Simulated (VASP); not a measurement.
# Be2B2S5 (P4/mmm) in VASP: a series of runs

Runs on Be2B2S5. Level: PBE. Tasks: single point, relaxation of cell and atoms.

Everything below comes from runs of VASP 6.6.1. Logs are shortened: lines on timing, memory, paths and dates and some standing lists are left out, and cuts for length are marked.

**1. The cell of the first run**

Symmetry: P4/mmm, No. 123, tetragonal system. Conventional cell: a = 4.293 Å, b = 4.293 Å, c = 7.413 Å, α = 90.00°, β = 90.00°, γ = 90.00°. Within 2.6 Å of Be (site symmetry 4mm) lie 5 S at 1.98 to 2.23 Å. B (site symmetry 4/mmm) has 8 S at 2.42 Å within 3.2 Å. B (site symmetry 4/mmm) has 12 S at 3.04 to 3.36 Å and 8 Be at 3.63 Å and 2 B at 3.71 Å within 4.0 Å. S (site symmetry 2mm) has 2 Be at 2.23 Å and 1 S at 2.24 Å and 2 B at 2.42 Å within 2.9 Å. Within 2.6 Å of S (site symmetry 4/mmm) lie 2 Be at 1.98 Å.

The cell was generated, and may not be a known phase.

**2. Single point, PBE**

INCAR reads:

```
SYSTEM = Be2B2S5
PREC = Accurate
ENCUT = 520
EDIFF = 1E-7
ISMEAR = 0
SIGMA = 0.1
LREAL = .FALSE.
LASPH = .TRUE.
NELM = 80
ALGO = Normal
ISIF = 2
LWAVE = .FALSE.
LCHARG = .FALSE.
GGA = PE
NBANDS = 30
```

KPOINTS reads:

```
regular mesh
0
G
  4 4 2
  0 0 0
```

POSCAR reads:

```
Be2B2S5
1.0
    4.2934238118      0.0000000000      0.0000000000
    0.0000000000      4.2934238118      0.0000000000
    0.0000000000      0.0000000000      7.4130504269
Be B S
2 2 5
Direct
    0.5000000000      0.5000000000      0.2323699845
    0.5000000000      0.5000000000      0.7676300155
    0.0000000000      0.0000000000      0.0000000000
    0.0000000000      0.0000000000      0.5000000000
    0.5000000000      0.0000000000      0.1508873416
    0.5000000000      0.0000000000      0.8491126584
    0.5000000000      0.5000000000      0.5000000000
    0.0000000000      0.5000000000      0.1508873416
    0.0000000000      0.5000000000      0.8491126584
```

Potentials or basis: VASP PAW PBE potentials, release 64 (Be, B, S).

Command:

```bash
cat potpaw_PBE.64/Be/POTCAR potpaw_PBE.64/B/POTCAR potpaw_PBE.64/S/POTCAR > POTCAR
mpirun -np 1 vasp_std > vasp.out
```

OUTCAR:

```text
SYSTEM = Be2B2S5
   PREC = Accurate
   ENCUT = 520
   EDIFF = 1E-7
   ISMEAR = 0
   LREAL = .FALSE.
   LASPH = .TRUE.
   NELM = 80
   ISIF = 2
   GGA = PE

 ion  position               nearest neighbor table
   1  0.500  0.500  0.232-   7 1.98   5 2.23   8 2.23   5 2.23   8 2.23
   2  0.500  0.500  0.768-   7 1.98   6 2.23   9 2.23   6 2.23   9 2.23
   3  0.000  0.000  0.000-   5 2.42   6 2.42   8 2.42   9 2.42   8 2.42   9 2.42   5 2.42   6 2.42

   4  0.000  0.000  0.500-
   5  0.500  0.000  0.151-   1 2.23   1 2.23   6 2.24   3 2.42   3 2.42
   6  0.500  0.000  0.849-   2 2.23   2 2.23   5 2.24   3 2.42   3 2.42
   7  0.500  0.500  0.500-   1 1.98   2 1.98
   8  0.000  0.500  0.151-   1 2.23   1 2.23   9 2.24   3 2.42   3 2.42
   9  0.000  0.500  0.849-   2 2.23   2 2.23   8 2.24   3 2.42   3 2.42

  LATTYP: Found a simple tetragonal cell.
 ALAT       =     4.2934238118
 C/A-ratio  =     1.7266057934

  Lattice vectors:

 A1 = (   4.2934238118,   0.0000000000,   0.0000000000)
 A2 = (   0.0000000000,   4.2934238118,   0.0000000000)
 A3 = (   0.0000000000,   0.0000000000,   7.4130504269)

Analysis of symmetry for initial positions (statically):
=====================================================================
 Subroutine PRICEL returns:
 Original cell was already a primitive cell.

 Routine SETGRP: Setting up the symmetry group for a
 simple tetragonal supercell.

 Subroutine GETGRP returns: Found 16 space group operations
 (whereof 16 operations were pure point group operations)
 out of a pool of 16 trial point group operations.

The static configuration has the point symmetry D_4h.

Analysis of symmetry for dynamics (positions and initial velocities):
=====================================================================
 Subroutine PRICEL returns:
 Original cell was already a primitive cell.

 Routine SETGRP: Setting up the symmetry group for a
 simple tetragonal supercell.

 Subroutine GETGRP returns: Found 16 space group operations
 (whereof 16 operations were pure point group operations)
 out of a pool of 16 trial point group operations.

The dynamic configuration has the point symmetry D_4h.

 Subroutine INISYM returns: Found 16 space group operations
 (whereof 16 operations are pure point group operations),
[... 100 lines left out ...]
   NSW    =      0    number of steps for IOM
   IBRION =     -1    ionic relax: 0-MD 1-quasi-New 2-CG
   NFREE  =      0    steps in history (QN), initial steepest desc. (CG)
   ISIF   =      2    stress and relaxation
   ISYM   =      2    0-nonsym 1-usesym 2-fastsym
   POTIM  = 0.5000    time-step for ionic-motion
   TEBEG  =    0.0;   TEEND  =   0.0 temperature during run
   PSTRESS=    0.0 pullay stress
   NELECT =      40.0000    total number of electrons
   NUPDOWN=      -1.0000    fix difference up-down
   EMIN   =  10.00;   EMAX   =-10.00  energy-range for DOS
   EFERMI =   0.00;   METHOD = LEGACY
   ISMEAR =     0;   SIGMA  =   0.10  broadening in eV -4-tet -1-fermi 0-gaus
   EFERMI_NEDOS =   21; number of points for ismear=-14 and -15
   IALGO  =     38    algorithm
   IMIX   =      4    mixing-type and parameters
     AMIX     =   0.40;   BMIX     =  1.00
     AMIX_MAG =   1.60;   BMIX_MAG =  1.00
  volume/ion in A,a.u.               =      15.18       102.46
  Fermi-wavevector in a.u.,A,eV,Ry     =   1.086993  2.054119 16.076009  1.181553
  Thomas-Fermi vector in A             =   2.223142
   LORBIT       =      0    0 simple, 1 ext, 2 COOP (PROOUT), +10 PAW based schemes
   GGA     = PE    functional components
   LHFCALC =     F    Hartree Fock is set to
   AEXX    =    0.0000 exact exchange contribution
   IVDW    =     0    specifies the selected vdW correction
   LEPSILON=     F    determine dielectric tensor
   LRPA    =     F    only Hartree local field effects (RPA)
 non-spin polarized calculation
 Gauss-broadening in eV      SIGMA  =   0.10
  energy-cutoff  :      520.00
  volume of cell :      136.65
 maximum number of plane-waves:      3736
 NGX is ok and might be reduce to    32
   NGX = 15   NGY = 15   NGZ = 27

 number of electron      39.9999999 magnetization

 Free energy of the ion-electron system (eV)
  ---------------------------------------------------
  ext. energy  EPLUGINS =         0.00000000
  ---------------------------------------------------
  free energy    TOTEN  =       -34.25734275 eV

  energy without entropy =      -34.23881663  energy(sigma->0) =      -34.24807969

 E-fermi :   5.4683     XC(G=0):  -9.9862

 val. band max:        5.4676213889   @ k =   0.0000   0.0000   0.0000
 cond. band min:       5.5599491128   @ k =   0.5000   0.5000   0.5000
 fundamental gap:      0.0923277239
 Fermi energy:         5.4683203517

 k-point     1 :       0.0000    0.0000    0.0000
  band No.  band energies     occupation
      1     -11.4402      2.00000
      2      -8.6526      2.00000
      3      -8.3661      2.00000
      4      -7.5605      2.00000
      5      -5.5104      2.00000
      6      -1.9177      2.00000
[... 385 lines left out ...]
     29      10.0628      0.00000
     30      10.1820      0.00000

------------------------ aborting loop because EDIFF is reached ----------------------------------------

  FORCE on cell =-STRESS in cart. coord.  units (eV):
  Direction    XX          YY          ZZ          XY          YZ          ZX
  --------------------------------------------------------------------------------------
  -------------------------------------------------------------------------------------
  Total        0.1549867      0.1549867     -0.5429325      0.0000000      0.0000000      0.0000000
  in kB        1.8171907      1.8171907     -6.3657853      0.0000000      0.0000000      0.0000000
  external PRESSURE =      -0.9104679 kB  Pullay stress =       0.0000000 kB

 VOLUME and BASIS-vectors are now :
 -----------------------------------------------------------------------------
  energy-cutoff  :      520.00
  volume of cell :      136.65
      direct lattice vectors                 reciprocal lattice vectors
     4.293423812  0.000000000  0.000000000     0.232914346  0.000000000  0.000000000
     0.000000000  4.293423812  0.000000000     0.000000000  0.232914346  0.000000000
     0.000000000  0.000000000  7.413050427     0.000000000  0.000000000  0.134897234

 POSITION                                       TOTAL-FORCE (eV/Angst)
 -----------------------------------------------------------------------------------
      2.14671      2.14671      1.72257         0.000000      0.000000     -0.045000
      2.14671      2.14671      5.69048        -0.000000     -0.000000      0.045000
      0.00000      0.00000      0.00000        -0.000000     -0.000000      0.000000
      0.00000      0.00000      3.70653        -0.000000     -0.000000      0.000000
      2.14671      0.00000      1.11854        -0.000000     -0.000000     -0.039478
      2.14671      0.00000      6.29451         0.000000      0.000000      0.039478
      2.14671      2.14671      3.70653        -0.000000     -0.000000      0.000000
      0.00000      2.14671      1.11854        -0.000000     -0.000000     -0.039478
      0.00000      2.14671      6.29451         0.000000      0.000000      0.039478
 -----------------------------------------------------------------------------------
    total drift:                                0.000000      0.000000      0.000000

  FREE ENERGIE OF THE ION-ELECTRON SYSTEM (eV)
  ---------------------------------------------------
  free  energy   TOTEN  =       -34.2573427470 eV

  energy  without entropy=      -34.2388166320  energy(sigma->0) =      -34.24807969
```

It took 28 s on 1 thread of Intel Xeon Platinum 8488C (Sapphire Rapids), shared host; peak memory 0.24 GiB.

Results:

| Quantity | Value |
| --- | --- |
| Free energy | -34.2573 eV |
| Pressure | -0.1 GPa |
| Largest force | 0.045 eV/Å |
| Band gap on the k mesh | zero (bands 20 and 21 overlap by 1.43 eV) |

Forces on the atoms (eV/Å):
```
Be   0.000  0.000 -0.045
Be   0.000  0.000  0.045
B    0.000  0.000  0.000
B    0.000  0.000  0.000
S    0.000  0.000 -0.039
S    0.000  0.000  0.039
S    0.000  0.000  0.000
S    0.000  0.000 -0.039
S    0.000  0.000  0.039
```

Caveat: the k points lie up to 0.42 Å⁻¹ apart, too coarse for converged energies and pressures of a metal.

**3. Relaxation of cell and atoms, PBE**

This run uses another cell than the first one, of 14.26 Å³/atom.

INCAR reads:

```
ALGO = Normal ; EDIFF = 1E-6
EDIFFG = -0.04 ; ENCUT = 600
GGA = PE ; IBRION = 2
ISIF = 3 ; ISMEAR = 0
LASPH = T ; LCHARG = F
LREAL = F ; LWAVE = F
NELM = 60 ; NSW = 90
PREC = Accurate ; SIGMA = 0.1
```

KPOINTS reads:

```
k-points
0
Gamma
  4 4 2
```

POSCAR reads:

```
Be2B2S5
1.0
    4.0803648600      0.0000000000      0.0000000000
    0.0000000000      4.0803648600      0.0000000000
    0.0000000000      0.0000000000      7.7067002000
Be B S
2 2 5
Direct
    0.5000000000      0.5000000000      0.2362380000
    0.5000000000      0.5000000000      0.7637620000
    0.0000000000      0.0000000000      0.0000000000
    0.0000000000      0.0000000000      0.5000000000
    0.5000000000      0.0000000000      0.2244620000
    0.5000000000      0.0000000000      0.7755380000
    0.5000000000      0.5000000000      0.5000000000
    0.0000000000      0.5000000000      0.2244620000
    0.0000000000      0.5000000000      0.7755380000
```

Potentials or basis: VASP PAW PBE potentials, release 64 (Be, B, S).

Command:

```bash
cat potpaw_PBE.64/Be/POTCAR potpaw_PBE.64/B/POTCAR potpaw_PBE.64/S/POTCAR > POTCAR
mpirun -np 1 vasp_std > vasp.out
```

Run time: 6.5 min. Hardware: 1 thread of Intel Xeon Platinum 8488C (Sapphire Rapids), shared host; peak memory 0.3 GiB.

It converged, with:

```
Free energy                           : -34.2588 eV
Relaxed volume                        : 15.17 Å³/atom
Relaxed cell                          : a = 4.302 Å, b = 4.302 Å, c = 7.376 Å, α = 90.00°, β = 90.00°, γ = 90.00°
Space group after relaxing (to 0.1 Å) : P4/mmm (No. 123)
Energy gained by relaxing             : 262.0 meV/atom
Ionic steps                           : 20
Pressure after relaxing               : -0.1 GPa
Largest force after relaxing          : 0.010 eV/Å
Band gap on the k mesh                : zero (bands 20 and 21 overlap by 1.42 eV)
```

Forces in eV/Å, atoms in the order of the input:
```
Be   0.000  0.000 -0.006
Be   0.000  0.000  0.006
B    0.000  0.000  0.000
B    0.000  0.000  0.000
S    0.000  0.000 -0.010
S    0.000  0.000  0.010
S    0.000  0.000  0.000
S    0.000  0.000 -0.010
S    0.000  0.000  0.010
```

The path:
```csv
step,energy change (eV),largest force (eV/Å),pressure (GPa),volume (Å³)
1,0.0000,1.1947,6.51,128.31
2,-0.4937,1.0325,-0.64,139.35
3,-0.5354,0.9910,-2.89,144.04
4,-0.9004,1.1233,-3.10,142.87
5,-1.7212,1.1900,-1.31,139.40
6,-1.8301,2.3582,0.88,137.82
7,-2.0419,1.9485,1.03,137.69
8,-2.1132,1.6009,1.45,137.57
9,-2.2057,1.0737,0.28,138.72
10,-2.2571,0.4111,-1.26,140.51
11,-2.2849,0.3229,-0.82,139.37
12,-2.3272,0.0701,0.70,135.98
13,-2.3276,0.0881,0.85,135.61
14,-2.3415,0.0599,0.33,136.36
15,-2.3475,0.1098,-0.82,138.57
16,-2.3538,0.0754,-0.41,137.58
17,-2.3539,0.0791,-0.45,137.67
18,-2.3567,0.0866,-0.13,136.99
19,-2.3567,0.0867,-0.13,137.00
20,-2.3583,0.0101,-0.06,136.51
```

Final structure:
```
Be B S
1.0
     4.30191    0.00000    0.00000
     0.00000    4.30191    0.00000
     0.00000    0.00000    7.37609
Be B S
2 2 5
Direct
  0.50000 0.50000 0.23104
  0.50000 0.50000 0.76896
  0.00000 0.00000 0.00000
  0.00000 0.00000 0.50000
  0.50000 0.00000 0.15131
  0.50000 0.00000 0.84869
  0.50000 0.50000 0.50000
  0.00000 0.50000 0.15131
  0.00000 0.50000 0.84869
```

Levels at points of the mesh, in eV from the Fermi level:
```csv
k point,band 17,band 18,band 19,band 20,band 21,band 22,band 23,band 24
"(0.00, 0.00, 0.00)",-2.19,-2.19,-0.55,-0.55,-0.26,0.02,0.72,1.80
"(0.50, 0.00, 0.00)",-2.33,-1.81,-0.94,-0.64,0.83,0.90,0.93,1.35
"(0.50, 0.50, 0.00)",-1.32,0.08,0.37,0.37,0.84,1.20,1.36,2.04
"(0.00, 0.00, 0.50)",-1.97,-1.97,-0.72,-0.59,-0.59,0.58,1.31,1.37
"(0.50, 0.00, 0.50)",-2.43,-1.37,-1.13,-0.29,0.70,1.30,1.33,1.46
"(0.50, 0.50, 0.50)",-1.32,-0.41,0.07,0.84,1.66,1.66,2.05,2.05
```

Caveat: the k points lie up to 0.43 Å⁻¹ apart in the final cell, too coarse for converged energies and pressures of a metal.

(Part 1 of 2 ends here.)

The gap in the log of VASP goes by the Fermi energy; the results here count the filled bands.